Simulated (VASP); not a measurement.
# BAs (F-43m) in VASP: a series of runs

The runs below take BAs through G0W0 quasiparticle levels, with PBE, LDA.

Everything below comes from runs of VASP 6.6.1. Logs are shortened: lines on timing, memory, paths and dates and some standing lists are left out, and cuts for length are marked.

### Step 1. The cell of the first run

Symmetry: F-43m, No. 216, cubic system. Conventional cell: a = 4.784 Å, b = 4.784 Å, c = 4.784 Å, α = 90.00°, β = 90.00°, γ = 90.00°. B (site symmetry -43m) has 4 As at 2.07 Å within 2.7 Å. Within 2.7 Å of As (site symmetry -43m) lie 4 B at 2.07 Å.

### Step 2. G0W0 quasiparticle levels, PBE

Input file POSCAR:

```
BAs
1.0
    0.0000000000      2.3918676038      2.3918676038
    2.3918676038      0.0000000000      2.3918676038
    2.3918676038      2.3918676038      0.0000000000
B As
1 1
Direct
    0.0000000000      0.0000000000      0.0000000000
    0.2500000000      0.2500000000      0.2500000000
```

Input file INCAR.step1:

```
SYSTEM = BAs
PREC = Accurate
ENCUT = 500
EDIFF = 1E-8
ISMEAR = 0
SIGMA = 0.01
LREAL = .FALSE.
LASPH = .TRUE.
NELM = 80
ALGO = Normal
LWAVE = .TRUE.
LCHARG = .FALSE.
GGA = PE
```

Input file INCAR.step2:

```
SYSTEM = BAs
PREC = Accurate
ENCUT = 500
EDIFF = 1E-8
ISMEAR = 0
SIGMA = 0.01
LREAL = .FALSE.
LASPH = .TRUE.
NELM = 1
ALGO = Exact
LWAVE = .TRUE.
LCHARG = .FALSE.
GGA = PE
NBANDS = 34
LOPTICS = .TRUE.
ISTART = 1
```

Input file INCAR.step3:

```
SYSTEM = BAs
PREC = Accurate
ENCUT = 500
EDIFF = 1E-8
ISMEAR = 0
SIGMA = 0.01
LREAL = .FALSE.
LASPH = .TRUE.
ALGO = EVGW0
LWAVE = .FALSE.
LCHARG = .FALSE.
GGA = PE
NELMGW = 1
NBANDS = 34
ENCUTGW = 60.0
NOMEGA = 48
PRECFOCK = Fast
ISTART = 1
NBANDSGW = 12
```

Input file KPOINTS:

```
regular mesh
0
G
  4 4 4
  0 0 0
```

Potentials or basis: VASP PAW PBE potentials, release 64 (B_GW, As_GW).

Run with:

```console
cat potpaw_PBE.64/B_GW/POTCAR potpaw_PBE.64/As_GW/POTCAR > POTCAR
cp INCAR.step1 INCAR
mpirun -np 1 vasp_std > vasp.out
cp INCAR.step2 INCAR
mpirun -np 1 vasp_std > vasp.out
cp INCAR.step3 INCAR
mpirun -np 1 vasp_std > vasp.out
```

OUTCAR:

```text
SYSTEM = BAs
   PREC = Accurate
   ENCUT = 500
   EDIFF = 1E-8
   ISMEAR = 0
   LREAL = .FALSE.
   LASPH = .TRUE.
   GGA = PE
   NELMGW = 1
   ENCUTGW = 60.0
   PRECFOCK = Fast
   ISTART = 1

 ion  position               nearest neighbor table
   1  0.000  0.000  0.000-   2 2.07   2 2.07   2 2.07   2 2.07
   2  0.250  0.250  0.250-   1 2.07   1 2.07   1 2.07   1 2.07

  LATTYP: Found a face centered cubic cell.
 ALAT       =     4.7837352076

  Lattice vectors:

 A1 = (   0.0000000000,   2.3918676038,   2.3918676038)
 A2 = (   2.3918676038,   0.0000000000,   2.3918676038)
 A3 = (   2.3918676038,   2.3918676038,   0.0000000000)

Analysis of symmetry for initial positions (statically):
=====================================================================
 Subroutine PRICEL returns:
 Original cell was already a primitive cell.

 Routine SETGRP: Setting up the symmetry group for a
 face centered cubic supercell.

 Subroutine GETGRP returns: Found 24 space group operations
 (whereof 24 operations were pure point group operations)
 out of a pool of 48 trial point group operations.

The static configuration has the point symmetry T_d .

Analysis of symmetry for dynamics (positions and initial velocities):
=====================================================================
 Subroutine PRICEL returns:
 Original cell was already a primitive cell.

 Routine SETGRP: Setting up the symmetry group for a
 face centered cubic supercell.

 Subroutine GETGRP returns: Found 24 space group operations
 (whereof 24 operations were pure point group operations)
 out of a pool of 48 trial point group operations.

The dynamic configuration has the point symmetry T_d .

 Subroutine INISYM returns: Found 24 space group operations
 (whereof 24 operations are pure point group operations),
 and found     1 'primitive' translations

[... 71 lines left out ...]
   ISPIN  =      1    spin polarized calculation?
   LNONCOLLINEAR =      F non collinear calculations
   LSORBIT =      F    spin-orbit coupling
   LASPH  =      T    aspherical Exc in radial PAW
   ENCUT  =  500.0 eV  36.75 Ry    6.06 a.u.   6.17  6.17  6.17*2*pi/ulx,y,z
   NELM   =     60;   NELMIN=  2; NELMDL=  0     # of ELM steps
   EDIFF  = 0.1E-07   stopping-criterion for ELM
   LREAL  =      F    real-space projection
   EDIFFG = 0.1E-06   stopping-criterion for IOM
   NSW    =      0    number of steps for IOM
   IBRION =     -1    ionic relax: 0-MD 1-quasi-New 2-CG
   NFREE  =      0    steps in history (QN), initial steepest desc. (CG)
   ISIF   =      0    stress and relaxation
   ISYM   =      3    0-nonsym 1-usesym 2-fastsym
   POTIM  = 0.5000    time-step for ionic-motion
   TEBEG  =    0.0;   TEEND  =   0.0 temperature during run
   PSTRESS=    0.0 pullay stress
   NELECT =       8.0000    total number of electrons
   NUPDOWN=      -1.0000    fix difference up-down
   EMIN   =  10.00;   EMAX   =-10.00  energy-range for DOS
   EFERMI =   0.00;   METHOD = LEGACY
   ISMEAR =     0;   SIGMA  =   0.01  broadening in eV -4-tet -1-fermi 0-gaus
   EFERMI_NEDOS =   21; number of points for ismear=-14 and -15
   IALGO  =     38    algorithm
   IMIX   =      4    mixing-type and parameters
     AMIX     =   0.40;   BMIX     =  1.00
     AMIX_MAG =   1.60;   BMIX_MAG =  1.00
  volume/ion in A,a.u.               =      13.68        92.34
  Fermi-wavevector in a.u.,A,eV,Ry     =   1.086487  2.053162 16.061039  1.180453
  Thomas-Fermi vector in A             =   2.222624
   LORBIT       =      0    0 simple, 1 ext, 2 COOP (PROOUT), +10 PAW based schemes
   GGA     = PE    functional components
   LHFCALC =     T    Hartree Fock is set to
   PRECFOCK=fast      Normal, Fast or Accurate (Low or Medium for compatibility)
   ENCUT4O =  -1.0   cutoff for four orbital integrals eV
   NKREDX  =     1    reduce k-point grid by
   NKREDY  =     1    reduce k-point grid by
   NKREDZ  =     1    reduce k-point grid by
   AEXX    =    1.0000 exact exchange contribution
   HFSCREEN=    0.0000 screening length (either q_TF or 0.3 A-1)
   HFSCREENC=   0.0000 screening length for correlation (either q_TF or 0.3 A-1)
   ENCUTFOCK=  -1.0 apply spherical cutoff to Coloumb kernel
   IVDW    =     0    specifies the selected vdW correction
   LEPSILON=     F    determine dielectric tensor
   LRPA    =     F    only Hartree local field effects (RPA)
   LRPAFORCE           =     F    calculate RPA forces
   ENCUTGW             =  60.0    cutoff for response function in eV
   ENCUTGWSOFT         =  48.0    soft cutoff for Coulomb kernel in GW response function in eV
   ENCUTLF             =  -1.0    cutoff for local field effects
   NELMGW              =     1    number of iterations in solving QP/BSE equation
   NELMHF              =     1    number of iterations in the inner HF iteration
   NKREDLFX            =     1    NKREDLFY  =   1   NKREDLFZ  =   1
 non-spin polarized calculation
 Gauss-broadening in eV      SIGMA  =   0.01
  energy-cutoff  :      500.00
  volume of cell :       27.37
 maximum number of plane-waves:       725
 NGX is ok and might be reduce to    28
  NGX = 14; NGY = 14; NGZ = 14
   NGX = 13   NGY = 13   NGZ = 13
 maximum number of plane-waves:        34
 NGX is ok and might be reduce to    10

 QP shifts <psi_nk| G(iteration)W_0 |psi_nk>: iteration 1
 for sc-GW calculations column KS-energies equals QP-energies in previous step
 and V_xc(KS)=  KS-energies - (<T + V_ion + V_H > + <T+V_H+V_ion>^1  + <V_x>^1)

 k-point   1 :       0.0000    0.0000    0.0000
  band No.  KS-energies  QP-energies   sigma(KS)   V_xc(KS)     V^pw_x(r,r')   Z            occupation Imag(sigma)

      1      -9.2209      -9.6646     -12.2598     -11.6423     -19.5631       0.7185       2.0000       1.2840
      2       6.1567       6.2025     -12.5273     -12.5850     -14.2993       0.7931       2.0000       0.0643
      3       6.1567       6.2025     -12.5273     -12.5850     -14.2993       0.7931       2.0000       0.0643
      4       6.1567       6.2025     -12.5273     -12.5850     -14.2993       0.7931       2.0000       0.0643
      5       9.4107      10.1102     -10.4856     -11.3710      -6.5717       0.7900       0.0000      -0.0928
      6       9.4107      10.1102     -10.4856     -11.3710      -6.5717       0.7900       0.0000      -0.0928
      7       9.4107      10.1102     -10.4856     -11.3710      -6.5717       0.7900       0.0000      -0.0928
      8      10.7662      11.8343     -11.2129     -12.6047      -6.4650       0.7674       0.0000      -0.1338
      9      15.7008      15.9186      -8.6033      -8.8789      -3.0271       0.7905       0.0000      -0.3182
     10      19.0664      19.5436      -9.7829     -10.3938      -4.3558       0.7811       0.0000      -0.3530
     11      19.0664      19.5436      -9.7829     -10.3938      -4.3558       0.7811       0.0000      -0.3530
     12      20.4808      20.8450      -8.5345      -8.9965      -2.4883       0.7881       0.0000      -0.4986
[... 100 lines left out ...]
      1      -4.8906      -5.0203     -12.5263     -12.3501     -18.2583       0.7363       2.0000       0.6469
      2      -1.8948      -2.2576     -12.6030     -12.1052     -17.5213       0.7289       2.0000       0.3955
      3       0.6785       0.3310     -11.5542     -11.0993     -14.6627       0.7639       2.0000       0.1644
      4       0.9729       0.6408     -11.6305     -11.1947     -14.6543       0.7620       2.0000       0.1538
      5      11.3921      11.8880      -9.9597     -10.5958      -5.3066       0.7796       0.0000      -0.1366
      6      12.0532      13.0323     -10.6934     -11.9739      -5.6431       0.7646       0.0000      -0.1686
      7      12.9332      13.3283      -9.5343     -10.0344      -4.8968       0.7902       0.0000      -0.1593
      8      13.1468      13.8517     -10.4721     -11.3886      -5.3601       0.7691       0.0000      -0.2046
      9      18.4022      19.2588     -10.6573     -11.8055      -4.2181       0.7460       0.0000      -0.4971
     10      21.6201      22.5079     -10.6050     -11.7769      -4.2006       0.7576       0.0000      -0.7400
     11      21.8025      22.3736      -9.7604     -10.5111      -3.3232       0.7609       0.0000      -0.6599
     12      24.9635      25.7879      -9.8793     -10.9589      -3.4309       0.7636       0.0000      -0.9405
```

OUTCAR.step2:

```text
SYSTEM = BAs
   PREC = Accurate
   ENCUT = 500
   EDIFF = 1E-8
[... 690 lines left out ...]
  --------------------------------------------------------------------------------------------------------------
     0.00000    15.45251    15.45251    15.45251     0.00000     0.00000     0.00000
     0.82195    15.90188    15.90188    15.90188     0.00000     0.00000     0.00000
     1.64390    17.50794    17.50794    17.50794     0.00000     0.00000     0.00000
     2.46586    21.61826    21.61826    21.61826     0.00000     0.00000     0.00000
     3.28781    21.95861    21.95861    21.95861     0.00000     0.00000     0.00000
     4.10976    58.48572    58.48572    58.48572     0.00000     0.00000     0.00000
[... 92 lines left out ...]
    80.55133     0.92476     0.92476     0.92476    -0.00000    -0.00000    -0.00000
    81.37329     0.92632     0.92632     0.92632    -0.00000    -0.00000    -0.00000
```

Wall time 14 s (1 thread of Intel Xeon 6975P-C (Granite Rapids), shared host); peak memory 0.22 GiB.

Results:

```
Band gap on the k mesh, mean-field level : 1.42 eV, indirect (least direct gap 3.25 eV)
Quasiparticle gap                        : 1.63 eV
Least direct quasiparticle gap           : 3.91 eV
```

Caveat: the k points lie up to 0.57 Å⁻¹ apart; bands, screening cutoff and mesh are small and nothing is extrapolated, so the quasiparticle values aren't converged.

### Step 3. G0W0 quasiparticle levels, LDA

POSCAR is that of step 2.

Input file INCAR.step1:

```
  ALGO = Normal
  EDIFF = 1E-8
  ENCUT = 500
  ISMEAR = 0
  LASPH = True
  LCHARG = False
  LREAL = False
  LWAVE = True
  NELM = 80
  PREC = Accurate
  SIGMA = 0.01
```

Input file INCAR.step2:

```
  ALGO = Exact
  EDIFF = 1E-8
  ENCUT = 500
  ISMEAR = 0
  ISTART = 1
  LASPH = True
  LCHARG = False
  LOPTICS = True
  LREAL = False
  LWAVE = True
  NBANDS = 64
  NELM = 1
  PREC = Accurate
  SIGMA = 0.01
```

Input file INCAR.step3:

```
  ALGO = EVGW0
  EDIFF = 1E-8
  ENCUT = 500
  ENCUTGW = 80.0
  ISMEAR = 0
  ISTART = 1
  LASPH = True
  LCHARG = False
  LREAL = False
  LWAVE = False
  NBANDS = 64
  NBANDSGW = 12
  NELMGW = 1
  NOMEGA = 48
  PREC = Accurate
  PRECFOCK = Fast
  SIGMA = 0.01
```

Input file KPOINTS:

```
k-points
0
Gamma
  4 4 4
```

Potentials or basis: VASP PAW LDA potentials, release 64 (B_GW, As_GW).

Run with:

```console
cat potpaw_LDA.64/B_GW/POTCAR potpaw_LDA.64/As_GW/POTCAR > POTCAR
cp INCAR.step1 INCAR
mpirun -np 1 vasp_std > vasp.out
cp INCAR.step2 INCAR
mpirun -np 1 vasp_std > vasp.out
cp INCAR.step3 INCAR
mpirun -np 1 vasp_std > vasp.out
```

OUTCAR:

```text
EDIFF = 1E-8
   ENCUT = 500
   ENCUTGW = 80.0
   ISMEAR = 0
   ISTART = 1
   LASPH = True
   LREAL = False
   NELMGW = 1
   PREC = Accurate
   PRECFOCK = Fast

 ion  position               nearest neighbor table
   1  0.000  0.000  0.000-   2 2.07   2 2.07   2 2.07   2 2.07
   2  0.250  0.250  0.250-   1 2.07   1 2.07   1 2.07   1 2.07

[... 183 lines left out ...]
      2       6.1859       6.1442     -12.8676     -12.8147     -14.2652       0.7890       2.0000       0.0758
      3       6.1859       6.1442     -12.8676     -12.8147     -14.2652       0.7890       2.0000       0.0758
      4       6.1859       6.1442     -12.8676     -12.8147     -14.2652       0.7890       2.0000       0.0758
      5       9.4134      10.0990     -10.7898     -11.6613      -6.5799       0.7867       0.0000      -0.0814
      6       9.4134      10.0990     -10.7898     -11.6613      -6.5799       0.7867       0.0000      -0.0814
      7       9.4134      10.0990     -10.7898     -11.6613      -6.5799       0.7867       0.0000      -0.0814
      8      10.8074      11.7412     -11.5362     -12.7671      -6.4307       0.7587       0.0000      -0.1240
      9      15.4828      15.9215      -8.8496      -9.4077      -3.0698       0.7861       0.0000      -0.2917
     10      19.1758      19.4810     -10.1545     -10.5465      -4.3374       0.7787       0.0000      -0.3556
     11      19.1758      19.4810     -10.1545     -10.5465      -4.3374       0.7787       0.0000      -0.3556
     12      20.3865      20.7644      -8.8829      -9.3630      -2.4937       0.7870       0.0000      -0.5338
[... 100 lines left out ...]
      1      -4.8888      -5.0007     -12.8140     -12.6613     -18.2848       0.7331       2.0000       0.6486
      2      -1.7376      -2.2536     -12.8867     -12.1780     -17.4354       0.7281       2.0000       0.3866
      3       0.6847       0.3650     -11.7855     -11.3669     -14.6413       0.7639       2.0000       0.1633
      4       0.9821       0.6633     -11.8603     -11.4417     -14.6185       0.7614       2.0000       0.1528
      5      11.3420      11.8570     -10.2518     -10.9148      -5.3033       0.7768       0.0000      -0.1247
      6      12.0124      12.9333     -11.0536     -12.2669      -5.6382       0.7590       0.0000      -0.1574
      7      12.8415      13.3190      -9.7942     -10.4003      -4.9083       0.7878       0.0000      -0.1472
      8      13.1789      13.8023     -10.8284     -11.6433      -5.3636       0.7651       0.0000      -0.1972
      9      18.2726      19.0799     -11.1164     -12.2023      -4.2170       0.7434       0.0000      -0.4922
     10      21.5157      22.3444     -11.0594     -12.1569      -4.1979       0.7551       0.0000      -0.7318
     11      21.7197      22.2242     -10.1513     -10.8177      -3.3045       0.7570       0.0000      -0.6457
     12      24.9392      25.6189     -10.2989     -11.1963      -3.4011       0.7575       0.0000      -0.9298
```

OUTCAR.step1:

```text
EDIFF = 1E-8
   ENCUT = 500
   ISMEAR = 0
   LASPH = True
   LREAL = False
[... 290 lines left out ...]
      0.00000      0.00000      0.00000         0.000000      0.000000      0.000000
      1.19593      1.19593      1.19593        -0.000000     -0.000000     -0.000000
 -----------------------------------------------------------------------------------
    total drift:                               -0.000000     -0.000000     -0.000000

  FREE ENERGIE OF THE ION-ELECTRON SYSTEM (eV)
  ---------------------------------------------------
  free  energy   TOTEN  =       -12.7517856005 eV

  energy  without entropy=      -12.7517856005  energy(sigma->0) =      -12.75178560
```

OUTCAR.step2:

```text
EDIFF = 1E-8
   ENCUT = 500
   ISMEAR = 0
   ISTART = 1
[... 688 lines left out ...]
  --------------------------------------------------------------------------------------------------------------
     0.00000    15.83222    15.83222    15.83222     0.00000     0.00000     0.00000
     1.24644    16.98245    16.98245    16.98245     0.00000     0.00000     0.00000
     2.49287    22.67551    22.67551    22.67551     0.00000     0.00000     0.00000
     3.73931    34.97619    34.97619    34.97619     0.00000    -0.00000     0.00000
     4.98574    21.90874    21.90874    21.90874     0.00000     0.00000    -0.00000
     6.23218   -18.04274   -18.04274   -18.04274    -0.00000    -0.00000    -0.00000
[... 92 lines left out ...]
   122.15069     0.96670     0.96670     0.96670    -0.00000    -0.00000    -0.00000
   123.39713     0.96739     0.96739     0.96739    -0.00000    -0.00000    -0.00000
```

It took 17 s on 1 thread of Intel Xeon 6975P-C (Granite Rapids), shared host; peak memory 0.23 GiB.

Results:

* Band gap on the k mesh, mean-field level: 1.32 eV, indirect (least direct gap 3.23 eV)
* Quasiparticle gap: 1.83 eV
* Least direct quasiparticle gap: 3.95 eV

Caveat: the k points lie up to 0.57 Å⁻¹ apart; bands, screening cutoff and mesh are small and nothing is extrapolated, so the quasiparticle values aren't converged. A k mesh can miss the band edges.
